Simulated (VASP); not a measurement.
Input of a VASP 6.6.1 run:

INCAR

```
SYSTEM = Cu
PREC = Accurate
ENCUT = 520
EDIFF = 1E-6
ISMEAR = 0
SIGMA = 0.15
LREAL = .False.
LASPH = .True.
NELM = 60
ALGO = Fast
ISIF = 2
LWAVE = .False.
LCHARG = .False.
GGA = PS
NBANDS = 12
```

File KPOINTS:

```
regular mesh
0
Gamma
  24 24 24
  0 0 0
```

Contents of POSCAR:

```
Cu
1.0
   -1.4427933200      1.4427933200      1.3416794138
    1.4427933200     -1.4427933200      1.3416794138
    1.4427933200      1.4427933200     -1.3416794138
Cu
1
Direct
    0.0000000000      0.0000000000      0.0000000000
```

Potentials or basis: VASP PAW PBE potentials, release 64 (Cu).

Launch:

```console
$ cat potpaw_PBE.64/Cu/POTCAR > POTCAR
$ mpirun -np 1 vasp_std > vasp.out
```

Problem. What does it give for the pressure?

Solution. 3.9 GPa.

Stress tensor (GPa, compression positive):
```
3.79 0.00 0.00
0.00 3.79 0.00
0.00 0.00 4.24
```

Caveat: the cell differs from its parent crystal (strain +0.000 along x and y, -0.025 along z); the PAW data sets were made with another functional, which shifts forces and pressure a little.
